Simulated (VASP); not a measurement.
The system is Rh.

```xyz
1
Lattice="0.0000 1.8916 1.8916 1.8916 0.0000 1.8916 1.8916 1.8916 0.0000" Properties=species:S:1:pos:R:3 pbc="T T T"
Rh    0.0000    0.0000    0.0000
```

Base run:

- Program: VASP 6.6.1
- Functional: r2SCAN
- Dispersion: D3(BJ)
- Potentials or basis: VASP PAW PBE potentials, release 64 (Rh_pv)
- Cutoff: 520 eV
- k mesh: 12 × 12 × 12
- Occupations: fermi-dirac, width 0.05 eV
- Spin: no spin polarisation

Its results: pressure 1.3 GPa.

Q: The run is repeated on the same cell with these changes: potentials or basis from VASP PAW PBE potentials, release 64 (Rh_pv) to VASP PAW PBE potentials, release 64 (Rh_sv_GW); cutoff from 520 eV to 580 eV; valence electrons from 15 to 17. What comes out?

A: Pressure -1.7 GPa.

Caveats: the PAW data sets were made with another functional, which shifts forces and pressure a little; pairwise dispersion overbinds metals, which lowers pressure and volume.
